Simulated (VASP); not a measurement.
Runs of VASP 6.6.1 on Ba. The structure is that of space group P6_3/mmc (No. 194), or close to it. The cells are those of the table. 

```csv
task,cell,k mesh for the DOS,occupations for the DOS,gap on the mesh (eV),pressure (GPa)
single point,"a = 4.253, b = 4.253, c = 13.887 Å, angles 90.0, 90.0, 120.0°, 4 atoms",-,-,none,(a)
single point,"a = 4.085, b = 4.085, c = 13.286 Å, angles 90.0, 90.0, 120.0°, 4 atoms",-,-,none,3.5
single point,"a = 3.679, b = 3.679, c = 12.012 Å, angles 90.0, 90.0, 120.0°, 4 atoms",-,-,none,10.5
single point,"a = 3.308, b = 3.308, c = 10.802 Å, angles 90.0, 90.0, 120.0°, 4 atoms",-,-,none,29.0
```

Alike in all rows: level PBE; potentials or basis VASP PAW PBE potentials, release 64 (Ba_sv); no spin polarisation; k mesh 8 × 8 × 2; cutoff (eV) 520; smearing fermi-dirac 0.08 eV.

Q: Estimate the missing entries.

A: (a) 1.7.

Caveats: spin-orbit coupling is left out, which moves the levels of the heavy elements.

A k mesh can miss the band edges, and the runs leave out spin-orbit coupling on Ba.

A gap of «none» marks levels without a gap at the run's occupations.
